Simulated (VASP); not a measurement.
A run of VASP 6.6.1:

INCAR

```
PREC     = Accurate       # precision mode
ENCUT    = 910            # plane-wave cutoff, eV
EDIFF    = 1E-7           # SCF threshold, eV
ISMEAR   = 0              # smearing method
SIGMA    = 0.1            # smearing width, eV
LREAL    = False          # projectors in reciprocal space
LASPH    = True           # aspherical terms in the spheres
NELM     = 120            # most SCF steps
ALGO     = Normal         # electronic algorithm
ISIF     = 3              # what is computed and relaxed
LWAVE    = False          # write WAVECAR
LCHARG   = False          # write CHGCAR
GGA      = PE             # functional
IBRION   = 2              # ionic algorithm
NSW      = 90             # ionic steps
EDIFFG   = -0.04          # ionic threshold
GGA_COMPAT= False        
NELMIN   = 4
```

File KPOINTS:

```
Automatic mesh
0
Gamma
  6 6 4
```

The input POSCAR:

```
CsH6
1.0
    4.9608727600      0.0000000000      0.0000000000
   -2.4804363800      4.2962418400      0.0000000000
    0.0000000000      0.0000000000      4.5530108900
Cs H
1 6
Direct
    0.0000000000      0.0000000000      0.5000000000
    0.3036071400      0.3036071400      0.2662879800
    0.0000000000      0.6963928600      0.2662879800
    0.6963928600      0.0000000000      0.2662879800
    0.0000000000      0.3036071400      0.7337120200
    0.3036071400      0.0000000000      0.7337120200
    0.6963928600      0.6963928600      0.7337120200
```

Potentials or basis: VASP PAW PBE potentials, release 64 (Cs_sv, H_h).

Command:

```sh
$ cat potpaw_PBE.64/Cs_sv/POTCAR potpaw_PBE.64/H_h/POTCAR > POTCAR
$ mpirun -np 1 vasp_std > vasp.out
```

Hardware: 1 thread of Intel(R) Xeon(R) 6975P-C (Granite Rapids), on a shared host.

Q: How long does it take, and how much memory?

A: Wall time 18 min on 1 thread of Intel(R) Xeon(R) 6975P-C (Granite Rapids), with other jobs on the host, peak memory 0.45 GiB. Counts: scf iterations 458, k points 24, ion steps 48.
